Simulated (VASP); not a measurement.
# GaSb (k07) (F-43m) in VASP: further runs, part 3 of 3

VASP 6.6.1. The steps go on from the part before.

## (4) Single point, PBEsol

This run uses another cell than the first one, of 28.54 Å³/atom, 1.008 times its volume.

The input, INCAR:

```
ALGO = Normal
EDIFF = 1E-7
ENCUT = 520
GGA = PS
ISIF = 2
ISMEAR = 0
LASPH = T
LCHARG = F
LREAL = F
LWAVE = F
NBANDS = 16
NELM = 60
PREC = Accurate
SIGMA = 0.01
```

The input, KPOINTS:

```
k-points
0
Gamma
  14 14 14
```

The input, POSCAR:

```
GaSb
1.0
    0.0000000000      3.0558845809      3.0558845809
    3.0558845809      0.0000000000      3.0558845809
    3.0558845809      3.0558845809      0.0000000000
Ga Sb
1 1
Direct
    0.0000000000      0.0000000000      0.0000000000
    0.2500000000      0.2500000000      0.2500000000
```

Potentials or basis: VASP PAW PBE potentials, release 64 (Ga_d, Sb).

Started as:

```
> cat potpaw_PBE.64/Ga_d/POTCAR potpaw_PBE.64/Sb/POTCAR > POTCAR
> mpirun -np 1 vasp_std > vasp.out
```

OUTCAR:

```text
EDIFF = 1E-7
   ENCUT = 520
   GGA = PS
   ISIF = 2
   ISMEAR = 0
   LASPH = T
   LREAL = F
   NELM = 60
   PREC = Accurate

 ion  position               nearest neighbor table
   1  0.000  0.000  0.000-   2 2.65   2 2.65   2 2.65   2 2.65
   2  0.250  0.250  0.250-   1 2.65   1 2.65   1 2.65   1 2.65

  LATTYP: Found a face centered cubic cell.
 ALAT       =     6.1117691618

  Lattice vectors:

 A1 = (   0.0000000000,   3.0558845809,   3.0558845809)
[... 642 lines left out ...]
------------------------ aborting loop because EDIFF is reached ----------------------------------------

  FORCE on cell =-STRESS in cart. coord.  units (eV):
  Direction    XX          YY          ZZ          XY          YZ          ZX
  --------------------------------------------------------------------------------------
  -------------------------------------------------------------------------------------
  Total        0.0277339      0.0277339      0.0277339      0.0000000      0.0000000     -0.0000000
  in kB        0.7785403      0.7785403      0.7785403      0.0000000      0.0000000     -0.0000000
  external PRESSURE =       0.7785403 kB  Pullay stress =       0.0000000 kB

 VOLUME and BASIS-vectors are now :
 -----------------------------------------------------------------------------
  energy-cutoff  :      520.00
  volume of cell :       57.07
      direct lattice vectors                 reciprocal lattice vectors
     0.000000000  3.055884581  3.055884581    -0.163618745  0.163618745  0.163618745
     3.055884581  0.000000000  3.055884581     0.163618745 -0.163618745  0.163618745
     3.055884581  3.055884581  0.000000000     0.163618745  0.163618745 -0.163618745

 POSITION                                       TOTAL-FORCE (eV/Angst)
 -----------------------------------------------------------------------------------
      0.00000      0.00000      0.00000        -0.000000      0.000000      0.000000
      1.52794      1.52794      1.52794         0.000000     -0.000000     -0.000000
 -----------------------------------------------------------------------------------
    total drift:                                0.000000      0.000000      0.000000

  FREE ENERGIE OF THE ION-ELECTRON SYSTEM (eV)
  ---------------------------------------------------
  free  energy   TOTEN  =        -8.1555181215 eV

  energy  without entropy=       -8.1555135999  energy(sigma->0) =       -8.15551586
```

stdout:

```text
POSCAR found type information on POSCAR GaSb
 POSCAR found :  2 types and       2 ions
 scaLAPACK will be used
 -----------------------------------------------------------------------------
|                                                                             |
|                                                                             |
|     You enforced a specific xc type in the INCAR file but a different       |
|     I HOPE YOU KNOW WHAT YOU ARE DOING!                                     |
|                                                                             |
 -----------------------------------------------------------------------------

 LDA part: xc-table for (Slater+PW92), standard interpolation
 POSCAR, INCAR and KPOINTS ok, starting setup
 FFT: planning ... GRIDC
 FFT: planning ... GRID_SOFT
 FFT: planning ... GRID
 WAVECAR not read
 entering main loop
```

Run time: 33 s. Hardware: 1 thread of Intel Xeon 6975P-C (Granite Rapids), shared host; peak memory 0.24 GiB.

What came out:

```
Free energy : -8.1555 eV
Pressure    : 0.1 GPa
```

Caveat: the PAW data sets were made with another functional, which shifts forces and pressure a little; spin-orbit coupling is left out, which moves the levels of the heavy elements.

## (5) Relaxation of cell and atoms, PBEsol

The input, INCAR:

```
SYSTEM = GaSb
PREC = Accurate ; ENCUT = 600
EDIFF = 1E-6 ; ISMEAR = 0
SIGMA = 0.1 ; LREAL = .False.
LASPH = .True. ; NELM = 60
ALGO = Normal ; ISIF = 3
LWAVE = .False. ; LCHARG = .False.
GGA = PS ; IBRION = 2
NSW = 100 ; EDIFFG = -0.002
```

The input, KPOINTS:

```
Automatic mesh
0
Gamma
  14 14 14
  0 0 0
```

The input, POSCAR:

```
GaSb
1.0
    0.0000000000      3.0480000000      3.0480000000
    3.0480000000      0.0000000000      3.0480000000
    3.0480000000      3.0480000000      0.0000000000
Ga Sb
1 1
Direct
    0.0000000000      0.0000000000      0.0000000000
    0.2500000000      0.2500000000      0.2500000000
```

Potentials or basis: VASP PAW PBE potentials, release 64 (Ga_d, Sb).

Started as:

```
> cat potpaw_PBE.64/Ga_d/POTCAR potpaw_PBE.64/Sb/POTCAR > POTCAR
> mpirun -np 1 vasp_std > vasp.out
```

OUTCAR:

```text
SYSTEM = GaSb
   PREC = Accurate
   ENCUT = 600
   EDIFF = 1E-6
   ISMEAR = 0
   LREAL = .False.
   LASPH = .True.
   NELM = 60
   ISIF = 3
   GGA = PS
   IBRION = 2
   NSW = 100
   EDIFFG = -0.002

 ion  position               nearest neighbor table
   1  0.000  0.000  0.000-   2 2.64   2 2.64   2 2.64   2 2.64
   2  0.250  0.250  0.250-   1 2.64   1 2.64   1 2.64   1 2.64

  LATTYP: Found a face centered cubic cell.
 ALAT       =     6.0960000000

  Lattice vectors:

 A1 = (   0.0000000000,   3.0480000000,   3.0480000000)
 A2 = (   3.0480000000,   0.0000000000,   3.0480000000)
 A3 = (   3.0480000000,   3.0480000000,   0.0000000000)

Analysis of symmetry for initial positions (statically):
=====================================================================
 Subroutine PRICEL returns:
 Original cell was already a primitive cell.

 Routine SETGRP: Setting up the symmetry group for a
 face centered cubic supercell.

 Subroutine GETGRP returns: Found 24 space group operations
 (whereof 24 operations were pure point group operations)
 out of a pool of 48 trial point group operations.

The static configuration has the point symmetry T_d .
[... 170 lines left out ...]
  Total        0.1650429      0.1650429      0.1650429      0.0000000      0.0000000      0.0000000
  in kB        4.6690938      4.6690938      4.6690938      0.0000000      0.0000000      0.0000000
  external PRESSURE =       4.6690938 kB  Pullay stress =       0.0000000 kB
[... 59 lines left out ...]
--------------------------------------- Ionic step        3  -------------------------------------------

 number of electron      18.0000006 magnetization

 Free energy of the ion-electron system (eV)
  ---------------------------------------------------
  ext. energy  EPLUGINS =         0.00000000
  ---------------------------------------------------
  free energy    TOTEN  =        -8.15544945 eV

  energy without entropy =       -8.15535405  energy(sigma->0) =       -8.15540175

 E-fermi :   4.8153     XC(G=0):  -9.2744

 val. band max:        4.7501184646   @ k =   0.0000   0.0000   0.0000
 cond. band min:       5.0979984531   @ k =   0.5000   0.0000   0.0000
 fundamental gap:      0.3478799885
 Fermi energy:         4.8152503516

 k-point     1 :       0.0000    0.0000    0.0000
  band No.  band energies     occupation
      1     -10.2526      2.00000
      2     -10.2526      2.00000
      3     -10.2526      2.00000
      4     -10.2020      2.00000
      5     -10.2020      2.00000
      6      -6.7684      2.00000
      7       4.7470      1.66553
      8       4.7470      1.66553
      9       4.7470      1.66553
     10       4.7501      1.64300
     11       7.5049      0.00000
     12       7.5049      0.00000
     13       7.5049      0.00000
[... 354 lines left out ...]
  band No.  band energies     occupation
      1     -10.2724      2.00000
      2     -10.2439      2.00000
      3     -10.2430      2.00000
      4     -10.2053      2.00000
      5     -10.2007      2.00000
      6      -6.0228      2.00000
      7       0.6741      2.00000
      8       3.2443      2.00000
      9       3.3981      2.00000
     10       6.5367      0.00000
     11       7.5784      0.00000
     12       9.4097      0.00000
     13       9.4391      0.00000

 [... further k-points ...]
[... 5 lines left out ...]
  --------------------------------------------------------------------------------------
  -------------------------------------------------------------------------------------
  Total        0.0010311      0.0010311      0.0010311      0.0000000      0.0000000     -0.0000000
  in kB        0.0289066      0.0289066      0.0289066      0.0000000      0.0000000     -0.0000000
  external PRESSURE =       0.0289066 kB  Pullay stress =       0.0000000 kB
[... 17 lines left out ...]
  FREE ENERGIE OF THE ION-ELECTRON SYSTEM (eV)
  ---------------------------------------------------
  free  energy   TOTEN  =        -8.1554494545 eV

  energy  without entropy=       -8.1553540536  energy(sigma->0) =       -8.15540175

 reached required accuracy - stopping structural energy minimisation
```

It took 5.7 min on 1 thread of AMD EPYC 7R13, shared host; peak memory 0.25 GiB.

Results:

```yaml
Free_energy: -8.1554 eV
Relaxed_volume: 28.58 Å³/atom
Relaxed_cell: a = 4.324 Å, b = 4.324 Å, c = 4.324 Å, α = 60.00°, β = 60.00°, γ = 60.00°
Space_group_after_relaxing_to_0.05_Å: F-43m (No. 216)
Energy_gained_by_relaxing: 0.4 meV/atom
Ionic_steps: 3
Pressure_after_relaxing: 0.0 GPa
```

The path:
```tsv
step	energy change (eV)	largest force (eV/Å)	pressure (GPa)	volume (Å³)
1	0.0000	0.0000	0.47	56.63
2	-0.0007	0.0000	-0.14	57.31
3	-0.0008	0.0000	0.00	57.15
```

Final structure:
```yaml
crystal:
  lattice:
    - [0.00000, 3.05727, 3.05727]
    - [3.05727, 0.00000, 3.05727]
    - [3.05727, 3.05727, 0.00000]
  atoms:
    - { symbol: Ga, position: [0.00000, 0.00000, 0.00000] }
    - { symbol: Sb, position: [0.25000, 0.25000, 0.25000] }
```

Caveat: the PAW data sets were made with another functional, which shifts forces and pressure a little; spin-orbit coupling is left out, which moves the levels of the heavy elements.

## (6) The runs side by side

```tsv
task	cell	k mesh	cutoff (eV)	smearing	pressure (GPa)
single point	a = 4.311 Å, angles 60.0°, 2 atoms	6 × 6 × 6	520	gaussian 0.1 eV	0.5
single point	a = 4.322 Å, angles 60.0°, 2 atoms	14 × 14 × 14	520	gaussian 0.1 eV	0.1
single point	a = 4.322 Å, angles 60.0°, 2 atoms	14 × 14 × 14	520	gaussian 0.01 eV	0.1
relaxation of cell and atoms	relaxed from a = 4.311 Å, angles 60.0°, 2 atoms	14 × 14 × 14	600	gaussian 0.1 eV	0.0
```

Alike in all rows: level PBEsol; potentials or basis VASP PAW PBE potentials, release 64 (Ga_d, Sb); no spin polarisation.

Caveats: the PAW data sets were made with another functional, which shifts forces and pressure a little; spin-orbit coupling is left out, which moves the levels of the heavy elements.

Absolute energies hang on the potentials; compare differences alone.
